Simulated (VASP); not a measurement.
# La in VASP: settings compared

The runs below take La through single point, with PBEsol, LDA, RPBE.

All numbers are computed with VASP 6.6.1; they aren't measurements. Logs are shortened: lines on timing, memory, paths and dates and some standing lists are left out, and cuts for length are marked.

**1. The cell of the first run**

The typed cell holds 1 atom: a = 3.700 Å, b = 3.681 Å, c = 3.619 Å, α = 109.31°, β = 108.26°, γ = 110.01°.

**2. Single point, PBEsol (the cell strained at random)**

INCAR reads:

```
PREC = Accurate
ENCUT = 520
EDIFF = 1E-6
ISMEAR = -1
SIGMA = 0.05
LREAL = F
LASPH = T
NELM = 100
ALGO = Fast
ISIF = 2
LWAVE = F
LCHARG = T
GGA = PS
LELF = T
LVHAR = T
NBANDS = 12
```

KPOINTS reads:

```
Automatic mesh
0
Gamma
  9 9 9
```

POSCAR reads:

```
La
1.0
   -2.1044780000      2.1793380000      2.1245200000
    2.1382030000     -2.1291200000      2.1080260000
    2.0847550000      2.1093970000     -2.0743020000
La
1
Direct
   -0.0161300000     -0.0171580000     -0.0149420000
```

Potentials or basis: VASP PAW PBE potentials, release 64 (La).

Run with:

```
$ cat potpaw_PBE.64/La/POTCAR > POTCAR
$ mpirun -np 1 vasp_std > vasp.out
```

OUTCAR:

```text
PREC = Accurate
   ENCUT = 520
   EDIFF = 1E-6
   ISMEAR = -1
   LREAL = F
   LASPH = T
   NELM = 100
   ISIF = 2
   GGA = PS

 ion  position               nearest neighbor table
   1  0.984  0.983  0.985-

  LATTYP: Found a triclinic cell.
 ALAT       =     5.9915519009
 B/A-ratio  =     0.6040477291
 C/A-ratio  =     1.0058694186
 COS(alpha) =     0.0040773726
 COS(beta)  =     0.5090126786
 COS(gamma) =     0.8113452093

  Lattice vectors:

 A1 = (  -4.2032350000,  -4.2690120000,  -0.0839420000)
 A2 = (  -2.0847550000,  -2.1093970000,   2.0743020000)
 A3 = (  -4.2566830000,  -0.0304950000,  -4.2662700000)

Analysis of symmetry for initial positions (statically):
=====================================================================
 Subroutine PRICEL returns:
 Original cell was already a primitive cell.

 Routine SETGRP: Setting up the symmetry group for a
 triclinic supercell.

 Subroutine GETGRP returns: Found  2 space group operations
 (whereof  1 operations were pure point group operations)
 out of a pool of  2 trial point group operations.

The static configuration has the point symmetry C_1 .
 The point group associated with its full space group is S_2 .

Analysis of symmetry for dynamics (positions and initial velocities):
=====================================================================
 Subroutine PRICEL returns:
 Original cell was already a primitive cell.

 Routine SETGRP: Setting up the symmetry group for a
 triclinic supercell.

 Subroutine GETGRP returns: Found  2 space group operations
 (whereof  1 operations were pure point group operations)
 out of a pool of  2 trial point group operations.

The dynamic configuration has the point symmetry C_1 .
 The point group associated with its full space group is S_2 .

 Subroutine INISYM returns: Found  2 space group operations
 (whereof  1 operations are pure point group operations),
 and found     1 'primitive' translations

----------------------------------------------------------------------------------------

                                     Primitive cell

  volume of cell :      38.3195

  direct lattice vectors                    reciprocal lattice vectors
    -2.104478000  2.179338000  2.124520000    -0.000788785  0.230430814  0.233536700
     2.138203000 -2.129120000  2.108026000     0.234921079 -0.001664446  0.234412307
     2.084755000  2.109397000 -2.074302000     0.237932545  0.234317943 -0.004675969

  length of vectors
     3.700260396  3.680874578  3.619183320     0.328082875  0.331873189  0.333974039

  position of ions in fractional coordinates (direct lattice)
     0.983870000  0.982842000  0.985058000

  ion indices of the primitive-cell ions
   primitive index   ion index
                 1           1

----------------------------------------------------------------------------------------

 KPOINTS: Automatic mesh

Automatic generation of k-mesh.
 Grid dimensions read from file:
 generate k-points for:    9    9    9

 Generating k-lattice:

  Cartesian coordinates                     Fractional coordinates (reciprocal lattice)
    -0.000087643  0.025603424  0.025948522     0.111111111  0.000000000 -0.000000000
     0.026102342 -0.000184938  0.026045812     0.000000000  0.111111111  0.000000000
     0.026436949  0.026035327 -0.000519552    -0.000000000  0.000000000  0.111111111

  Length of vectors
     0.036453653  0.036874799  0.037108227

  Shift w.r.t. Gamma in fractional coordinates (k-lattice)
     0.000000000  0.000000000  0.000000000

 Subroutine IBZKPT returns following result:
 ===========================================

 Found    365 irreducible k-points:

 Following reciprocal coordinates:
            Coordinates               Weight
  0.000000  0.000000  0.000000      1.000000
  0.111111  0.000000  0.000000      2.000000
  0.222222  0.000000  0.000000      2.000000
  0.333333  0.000000  0.000000      2.000000
  0.444444  0.000000  0.000000      2.000000
 -0.000000  0.111111  0.000000      2.000000
[... 16 lines left out ...]
 -0.111111  0.222222  0.000000      2.000000
 -0.000000  0.333333  0.000000      2.000000
 [... further k-points ...]
   k-points           NKPTS =    365   k-points in BZ     NKDIM =    365   number of bands    NBANDS=     12
   number of dos      NEDOS =    301   number of ions     NIONS =      1
   total plane-waves  NPLWV =  21952
   dimension x,y,z NGX =    28 NGY =   28 NGZ =   28
   dimension x,y,z NGXF=    56 NGYF=   56 NGZF=   56
   ions per type =               1
   NGX,Y,Z   is equivalent  to a cutoff of  12.58, 12.65, 12.86 a.u.
   NGXF,Y,Z  is equivalent  to a cutoff of  25.16, 25.29, 25.72 a.u.
 SYSTEM =  unknown system
   PREC   = accura    normal or accurate (medium, high low for compatibility)
   ISTART =      0    job   : 0-new  1-cont  2-samecut
   ICHARG =      2    charge: 1-file 2-atom 10-const
   ISPIN  =      1    spin polarized calculation?
   LNONCOLLINEAR =      F non collinear calculations
   LSORBIT =      F    spin-orbit coupling
   LASPH  =      T    aspherical Exc in radial PAW
   ENCUT  =  520.0 eV  38.22 Ry    6.18 a.u.   6.88  6.84  6.73*2*pi/ulx,y,z
   NELM   =    100;   NELMIN=  2; NELMDL= -5     # of ELM steps
   EDIFF  = 0.1E-05   stopping-criterion for ELM
   LREAL  =      F    real-space projection
   EDIFFG = 0.1E-04   stopping-criterion for IOM
   NSW    =      0    number of steps for IOM
   IBRION =     -1    ionic relax: 0-MD 1-quasi-New 2-CG
   NFREE  =      0    steps in history (QN), initial steepest desc. (CG)
   ISIF   =      2    stress and relaxation
   ISYM   =      2    0-nonsym 1-usesym 2-fastsym
   POTIM  = 0.5000    time-step for ionic-motion
   TEBEG  =    0.0;   TEEND  =   0.0 temperature during run
   PSTRESS=    0.0 pullay stress
   NELECT =      11.0000    total number of electrons
   NUPDOWN=      -1.0000    fix difference up-down
   EMIN   =  10.00;   EMAX   =-10.00  energy-range for DOS
   EFERMI =   0.00;   METHOD = LEGACY
   ISMEAR =    -1;   SIGMA  =   0.05  broadening in eV -4-tet -1-fermi 0-gaus
   EFERMI_NEDOS =   21; number of points for ismear=-14 and -15
   IALGO  =     68    algorithm
   IMIX   =      4    mixing-type and parameters
     AMIX     =   0.40;   BMIX     =  1.00
     AMIX_MAG =   1.60;   BMIX_MAG =  1.00
  volume/ion in A,a.u.               =      38.32       258.59
  Fermi-wavevector in a.u.,A,eV,Ry     =   1.079939  2.040788 15.868031  1.166267
  Thomas-Fermi vector in A             =   2.215917
   LORBIT       =      0    0 simple, 1 ext, 2 COOP (PROOUT), +10 PAW based schemes
   GGA     = PS    functional components
   LHFCALC =     F    Hartree Fock is set to
   AEXX    =    0.0000 exact exchange contribution
   IVDW    =     0    specifies the selected vdW correction
   LEPSILON=     F    determine dielectric tensor
   LRPA    =     F    only Hartree local field effects (RPA)
 non-spin polarized calculation
 RMM-DIIS sequential band-by-band and
  energy-cutoff  :      520.00
  volume of cell :       38.32
 maximum number of plane-waves:      1047
   NGX = 13   NGY = 13   NGZ = 13

 number of electron      10.9999999 magnetization

 Free energy of the ion-electron system (eV)
  ---------------------------------------------------
  ext. energy  EPLUGINS =         0.00000000
  ---------------------------------------------------
  free energy    TOTEN  =        -5.19325759 eV

  energy without entropy =       -5.16687059  energy(sigma->0) =       -5.18006409

 E-fermi :   7.4336     XC(G=0):  -9.5563

 val. band max:        7.4318698842   @ k =   0.2222   0.4444   0.1111
 cond. band min:       7.4336776410   @ k =   0.2222  -0.1111   0.3333
 fundamental gap:      0.0018077568
 Fermi energy:         7.4335947380

 k-point     1 :       0.0000    0.0000    0.0000
  band No.  band energies     occupation
      1     -25.4768      2.00000
      2      -8.4832      2.00000
      3      -8.4669      2.00000
      4      -8.4199      2.00000
      5       4.1724      2.00000
      6       8.6796      0.00000
      7       8.8922      0.00000
      8       8.9168      0.00000
      9       8.9392      0.00000
     10       8.9428      0.00000
     11       9.4927      0.00000
     12       9.6371      0.00000

 k-point     2 :       0.1111    0.0000    0.0000
  band No.  band energies     occupation
      1     -25.4573      2.00000
      2      -8.6427      2.00000
      3      -8.5063      2.00000
      4      -8.4275      2.00000
      5       4.5285      2.00000
      6       8.3513      0.00000
      7       8.4224      0.00000
      8       8.9169      0.00000
      9       9.0987      0.00000
     10       9.1688      0.00000
     11       9.2382      0.00000
     12       9.6030      0.00000

 k-point     3 :       0.2222    0.0000    0.0000
  band No.  band energies     occupation
      1     -25.4074      2.00000
      2      -9.0252      2.00000
      3      -8.6120      2.00000
      4      -8.4364      2.00000
      5       5.3306      2.00000
      6       7.9101      0.00015
      7       7.9880      0.00003
      8       8.9039      0.00000
      9       9.1982      0.00000
     10       9.3063      0.00000
     11       9.3796      0.00000
     12       9.5669      0.00000
[... 286 lines left out ...]
 k-point    23 :      -0.1111    0.2222    0.0000
  band No.  band energies     occupation
      1     -25.4194      2.00000
      2      -8.9070      2.00000
      3      -8.5828      2.00000
      4      -8.4614      2.00000
      5       5.1594      2.00000
      6       7.9995      0.00002
      7       8.0511      0.00001
      8       8.9273      0.00000
      9       9.1272      0.00000
     10       9.2736      0.00000
     11       9.3864      0.00000
     12       9.5850      0.00000

 k-point    24 :      -0.0000    0.3333    0.0000
  band No.  band energies     occupation
      1     -25.3441      2.00000
      2      -9.4299      2.00000
      3      -8.7524      2.00000
      4      -8.4609      2.00000
      5       5.7668      2.00000
      6       7.4040      1.28729
      7       8.3765      0.00000
      8       8.9287      0.00000
      9       9.2351      0.00000
     10       9.3545      0.00000
     11       9.4669      0.00000
     12       9.5654      0.00000

 [... further k-points ...]
[... 5 lines left out ...]
  --------------------------------------------------------------------------------------
  -------------------------------------------------------------------------------------
  Total       -0.6657567     -0.5099500     -0.6388346      0.0173035     -0.0347763     -0.0259310
  in kB      -27.8359585    -21.3215233    -26.7103147      0.7234753     -1.4540331     -1.0842032
  external PRESSURE =     -25.2892655 kB  Pullay stress =       0.0000000 kB

 VOLUME and BASIS-vectors are now :
 -----------------------------------------------------------------------------
  energy-cutoff  :      520.00
  volume of cell :       38.32
      direct lattice vectors                 reciprocal lattice vectors
    -2.104478000  2.179338000  2.124520000    -0.000788785  0.230430814  0.233536700
     2.138203000 -2.129120000  2.108026000     0.234921079 -0.001664446  0.234412307
     2.084755000  2.109397000 -2.074302000     0.237932545  0.234317943 -0.004675969

 POSITION                                       TOTAL-FORCE (eV/Angst)
 -----------------------------------------------------------------------------------
      2.08459      2.12948      2.11880         0.000000     -0.000000      0.000000
 -----------------------------------------------------------------------------------
    total drift:                                0.000003      0.000002     -0.000003

  FREE ENERGIE OF THE ION-ELECTRON SYSTEM (eV)
  ---------------------------------------------------
  free  energy   TOTEN  =        -5.1932575885 eV

  energy  without entropy=       -5.1668705886  energy(sigma->0) =       -5.18006409
```

It took 11 min on 1 thread of AMD EPYC 7R43 (Zen 3), shared host; peak memory 0.29 GiB.

Results:

```yaml
Free_energy: -5.1933 eV
Pressure: -2.5 GPa
```

Stress tensor (GPa, compression positive):
```
-2.78  0.07 -0.11
 0.07 -2.13 -0.15
-0.11 -0.15 -2.67
```

Levels at points of the mesh, in eV from the Fermi level:
```csv
k point,band 2,band 3,band 4,band 5,band 6,band 7,band 8,band 9,band 10,band 11
"(0.00, 0.00, 0.00)",-15.92,-15.90,-15.85,-3.26,1.25,1.46,1.48,1.51,1.51,2.06
```

Caveat: the cell differs from its parent crystal (the cell strained at random); the PAW data sets were made with another functional, which shifts forces and pressure a little; spin-orbit coupling is left out, which moves the levels of the heavy elements.

**3. Single point, LDA**

INCAR reads:

```
SYSTEM = La
ALGO     = Normal         ! electronic algorithm
EDIFF    = 1E-7           ! SCF threshold, eV
ENCUT    = 520            ! plane-wave cutoff, eV
ISIF     = 2              ! what is computed and relaxed
ISMEAR   = -1             ! smearing method
LASPH    = .TRUE.         ! aspherical terms in the spheres
LCHARG   = .FALSE.        ! write CHGCAR
LREAL    = .FALSE.        ! projectors in reciprocal space
LWAVE    = .FALSE.        ! write WAVECAR
NBANDS   = 12             ! bands
NELM     = 60             ! most SCF steps
PREC     = Accurate       ! precision mode
SIGMA    = 0.05           ! smearing width, eV
```

KPOINTS reads:

```
k-points
0
G
  9 9 9
  0 0 0
```

POSCAR reads:

```
La
1.0
   -2.1238310710      2.1238310710      2.1238310710
    2.1238310710     -2.1238310710      2.1238310710
    2.1238310710      2.1238310710     -2.1238310710
La
1
Direct
    0.0000000000      0.0000000000      0.0000000000
```

Potentials or basis: VASP PAW LDA potentials, release 64 (La).

Run with:

```
$ cat potpaw_LDA.64/La/POTCAR > POTCAR
$ mpirun -np 1 vasp_std > vasp.out
```

Wall time 12 s (1 thread of AMD EPYC 7R43 (Zen 3), shared host); peak memory 0.12 GiB.

Results (log left out):

```yaml
Free_energy: -5.3806 eV
Pressure: -3.9 GPa
```

Levels at points of the mesh, in eV from the Fermi level:
| k point | band 3 | band 4 | band 5 | band 6 | band 7 | band 8 |
| --- | --- | --- | --- | --- | --- | --- |
| (0.00, 0.00, 0.00) | -15.85 | -15.85 | -3.21 | 1.30 | 1.30 | 1.30 |

Caveat: spin-orbit coupling is left out, which moves the levels of the heavy elements.

**4. Single point, RPBE**

INCAR reads:

```
ALGO = Normal
EDIFF = 1E-6
ENCUT = 520
GGA = RP
ISIF = 2
ISMEAR = 0
LASPH = T
LCHARG = F
LREAL = F
LWAVE = F
NBANDS = 12
NELM = 100
PREC = Accurate
SIGMA = 0.1
```

KPOINTS reads:

```
k-points
0
Gamma
  9 9 9
```

POSCAR is that of step 3.

Potentials or basis: VASP PAW PBE potentials, release 64 (La).

Run with:

```
$ cat potpaw_PBE.64/La/POTCAR > POTCAR
$ mpirun -np 1 vasp_std > vasp.out
```

OUTCAR:

```text
EDIFF = 1E-6
   ENCUT = 520
   GGA = RP
   ISIF = 2
   ISMEAR = 0
   LASPH = T
   LREAL = F
   NELM = 100
   PREC = Accurate

 ion  position               nearest neighbor table
   1  0.000  0.000  0.000-

  LATTYP: Found a body centered cubic cell.
 ALAT       =     4.2476621420

  Lattice vectors:

 A1 = (  -2.1238310710,   2.1238310710,   2.1238310710)
 A2 = (   2.1238310710,  -2.1238310710,   2.1238310710)
 A3 = (   2.1238310710,   2.1238310710,  -2.1238310710)

Analysis of symmetry for initial positions (statically):
=====================================================================
 Subroutine PRICEL returns:
 Original cell was already a primitive cell.

 Routine SETGRP: Setting up the symmetry group for a
 body centered cubic supercell.

 Subroutine GETGRP returns: Found 48 space group operations
 (whereof 48 operations were pure point group operations)
 out of a pool of 48 trial point group operations.

The static configuration has the point symmetry O_h .

Analysis of symmetry for dynamics (positions and initial velocities):
=====================================================================
[... 160 lines left out ...]
 fundamental gap:      0.0209090882
 Fermi energy:         7.6647772796

 k-point     1 :       0.0000    0.0000    0.0000
  band No.  band energies     occupation
      1     -25.2961      2.00000
      2      -8.3561      2.00000
      3      -8.3561      2.00000
      4      -8.3561      2.00000
      5       4.4708      2.00000
      6       9.1205      0.00000
      7       9.1205      0.00000
      8       9.1205      0.00000
      9       9.1350      0.00000
     10       9.1350      0.00000
     11       9.1350      0.00000
     12       9.8102      0.00000
[... 331 lines left out ...]
 k-point    24 :      -0.4444   -0.4444    0.1111
  band No.  band energies     occupation
      1     -25.0814      2.00000
      2      -9.4716      2.00000
      3      -8.9432      2.00000
      4      -8.5566      2.00000
      5       6.5952      2.00000
      6       7.9028      0.00076
      7       8.1842      0.00000
      8       8.9745      0.00000
      9       9.4044      0.00000
     10       9.5747      0.00000
     11       9.7379      0.00000
     12       9.7790      0.00000

 [... further k-points ...]
[... 5 lines left out ...]
  --------------------------------------------------------------------------------------
  -------------------------------------------------------------------------------------
  Total        0.1782423      0.1782423      0.1782423     -0.0000000     -0.0000000     -0.0000000
  in kB        7.4524917      7.4524917      7.4524917     -0.0000000     -0.0000000     -0.0000000
  external PRESSURE =       7.4524917 kB  Pullay stress =       0.0000000 kB

 VOLUME and BASIS-vectors are now :
 -----------------------------------------------------------------------------
  energy-cutoff  :      520.00
  volume of cell :       38.32
      direct lattice vectors                 reciprocal lattice vectors
    -2.123831071  2.123831071  2.123831071     0.000000000  0.235423620  0.235423620
     2.123831071 -2.123831071  2.123831071     0.235423620  0.000000000  0.235423620
     2.123831071  2.123831071 -2.123831071     0.235423620  0.235423620  0.000000000

 POSITION                                       TOTAL-FORCE (eV/Angst)
 -----------------------------------------------------------------------------------
      0.00000      0.00000      0.00000         0.000000     -0.000000      0.000000
 -----------------------------------------------------------------------------------
    total drift:                               -0.000000      0.000000      0.000000

  FREE ENERGIE OF THE ION-ELECTRON SYSTEM (eV)
  ---------------------------------------------------
  free  energy   TOTEN  =        -4.4296283842 eV

  energy  without entropy=       -4.4109527323  energy(sigma->0) =       -4.42029056
```

OSZICAR:

```text
N       E                     dE             d eps       ncg     rms          rms(c)
DAV:   1     0.101233385576E+03    0.10123E+03   -0.37576E+03   840   0.115E+03
DAV:   2     0.262278368567E+01   -0.98611E+02   -0.94835E+02  1072   0.177E+02
DAV:   3    -0.405906135409E+01   -0.66818E+01   -0.64437E+01  1144   0.774E+01
DAV:   4    -0.439680941007E+01   -0.33775E+00   -0.33347E+00  1548   0.123E+01
DAV:   5    -0.440930104489E+01   -0.12492E-01   -0.12448E-01  1420   0.231E+00    0.209E+00
DAV:   6    -0.440587228382E+01    0.34288E-02   -0.18358E-02  1392   0.111E+00    0.128E+00
DAV:   7    -0.442415867813E+01   -0.18286E-01   -0.13464E-01  1108   0.271E+00    0.347E-01
DAV:   8    -0.441916329338E+01    0.49954E-02   -0.72358E-03  1384   0.703E-01    0.418E-01
DAV:   9    -0.443002338225E+01   -0.10860E-01   -0.12409E-02  1148   0.106E+00    0.101E-01
DAV:  10    -0.442980921055E+01    0.21417E-03   -0.56642E-04  1404   0.267E-01    0.652E-02
DAV:  11    -0.442973060138E+01    0.78609E-04   -0.63622E-05  1588   0.651E-02    0.445E-02
DAV:  12    -0.442963448525E+01    0.96116E-04   -0.21183E-04  1604   0.135E-01    0.498E-02
DAV:  13    -0.442963221300E+01    0.22722E-05   -0.11285E-04  1596   0.111E-01    0.774E-03
DAV:  14    -0.442962815096E+01    0.40620E-05   -0.60281E-06  1608   0.240E-02    0.187E-03
DAV:  15    -0.442962838420E+01   -0.23324E-06   -0.67311E-08   828   0.224E-03
   1 F= -.44296284E+01 E0= -.44202906E+01  d E =-.186757E-01
```

Wall time 20 s (1 thread of Intel Xeon 6975P-C, shared host); peak memory 0.17 GiB.

What came out:

* Free energy: -4.4296 eV
* Pressure: 0.7 GPa

Caveat: the PAW data sets were made with another functional, which shifts forces and pressure a little; spin-orbit coupling is left out, which moves the levels of the heavy elements.

(Part 1 of 2 ends here.)
